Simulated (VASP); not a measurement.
A run of VASP 6.6.1 is set up as follows.

File INCAR:

```
ALGO = Normal
EDIFF = 1E-6
ENCUT = 500
GGA = PE
GGA_COMPAT = F
ISIF = 2
ISMEAR = 0
LASPH = T
LCHARG = T
LELF = T
LREAL = F
LVHAR = T
LWAVE = F
NBANDS = 16
NELM = 120
PREC = Accurate
SIGMA = 0.05
```

Contents of KPOINTS:

```
k-points
0
Gamma
  6 6 6
```

Contents of POSCAR:

```
ScSi2
1.0
    4.0343122995      0.0000000000      0.0000000000
   -2.0171561497      3.4938169381      0.0000000000
    0.0000000000      0.0000000000      3.5973934006
Sc Si
1 2
Direct
    0.0000000000      0.0000000000      0.0000000000
    0.3333333333      0.6666666667      0.5000000000
    0.6666666667      0.3333333333      0.5000000000
```

Potentials or basis: VASP PAW PBE potentials, release 64 (Sc_sv, Si).

Command:

```bash
$ cat potpaw_PBE.64/Sc_sv/POTCAR potpaw_PBE.64/Si/POTCAR > POTCAR
$ mpirun -np 1 vasp_std > vasp.out
```

(1) Estimate the pressure.

(2) What does it give for the band gap on the k mesh?

## Answers

(1) 0.0 GPa.

(2) zero (an odd number of electrons rules out a gap without spin polarisation).
